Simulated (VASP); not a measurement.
Pt, 3 atoms in the cell. The structure is hexagonal, space group P6/mmm (No. 191). The conventional cell has a = 4.618 Å, b = 4.618 Å, c = 2.751 Å, α = 90.00°, β = 90.00°, γ = 120.00°. Pt (site symmetry 6/mmm) has 14 Pt at 2.75 to 3.00 Å within 3.6 Å. Within 3.5 Å of Pt (site symmetry -6m2) lie 11 Pt at 2.67 to 3.00 Å. This isn't the form of Pt at room conditions, which is fcc.

| Property | Result |
| --- | --- |
| Program | VASP 6.6.1 |
| Task | single point |
| Functional | r2SCAN |
| Potentials or basis | VASP PAW PBE potentials, release 64 (Pt) |
| Cutoff | 520 eV |
| k mesh | 9 × 9 × 13 |
| Occupations | fermi-dirac, width 0.1 eV |
| Spin | no spin polarisation |
| Dipole correction | no |
| Further INCAR settings | ALGO = Normal; EDIFF = 1e-06; NBANDS = 22 |

Potentials or basis: VASP PAW PBE potentials, release 64 (Pt).

The run is started by

```sh
$ cat potpaw_PBE.64/Pt/POTCAR > POTCAR
$ cp INCAR.step1 INCAR
$ mpirun -np 1 vasp_std > vasp.out
$ cp INCAR.step2 INCAR
$ mpirun -np 1 vasp_std > vasp.out
```

Hardware: 1 thread of AMD EPYC 9R45 96-Core Processor (Zen 5), with other jobs on the host.

How long does it take, and how much memory?

Run time: 2.8 min on 1 thread of AMD EPYC 9R45 96-Core Processor (Zen 5), on a shared host, peak memory 0.19 GiB. Counts: k points 84.
